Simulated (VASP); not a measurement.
A run of VASP 6.6.1 is set up as follows.

Contents of INCAR:

```
SYSTEM = MnSn2
ALGO = Normal
EDIFF = 1E-6
ENCUT = 500
GGA = PS
GGA_COMPAT = .FALSE.
ISIF = 2
ISMEAR = 0
ISPIN = 2
KPAR = 4
LASPH = .TRUE.
LCHARG = .FALSE.
LMAXMIX = 4
LORBIT = 11
LREAL = .FALSE.
LWAVE = .FALSE.
MAGMOM = 1.8 1.8 -0.11 -0.11 -0.11 -0.11
NBANDS = 54
NELM = 200
NUPDOWN = 2.5
PREC = Accurate
SIGMA = 0.1
```

Contents of KPOINTS:

```
k-points
0
G
  8 8 8
  0 0 0
```

The input POSCAR:

```
MnSn2
1.0
   -3.3230000000      3.3230000000      2.7125000000
    3.3230000000     -3.3230000000      2.7125000000
    3.3230000000      3.3230000000     -2.7125000000
Mn Sn
2 4
Direct
    0.7500000000      0.7500000000      0.0000000000
    0.2500000000      0.2500000000      0.0000000000
    0.1590000000      0.6590000000      0.8180000000
    0.6590000000      0.8410000000      0.5000000000
    0.8410000000      0.3410000000      0.1820000000
    0.3410000000      0.1590000000      0.5000000000
```

Potentials or basis: VASP PAW PBE potentials, release 64 (Mn_pv, Sn_d).

Command:

```console
$ cat potpaw_PBE.64/Mn_pv/POTCAR potpaw_PBE.64/Sn_d/POTCAR > POTCAR
$ mpirun -np 4 vasp_std > vasp.out
```

What does it give for the largest force?

0.390 eV/Å.

Estimate the pressure.

-8.0 GPa.

Forces on the atoms (eV/Å):
```
Mn   0.000  0.000  0.000
Mn   0.000  0.000  0.000
Sn   0.276  0.276  0.000
Sn  -0.276  0.276  0.000
Sn  -0.276 -0.276  0.000
Sn   0.276 -0.276  0.000
```

Caveat: the cell stands under tension; the PAW data sets were made with another functional, which shifts forces and pressure a little; the total moment is fixed, so each spin has its own Fermi level and the state may be an excited one.
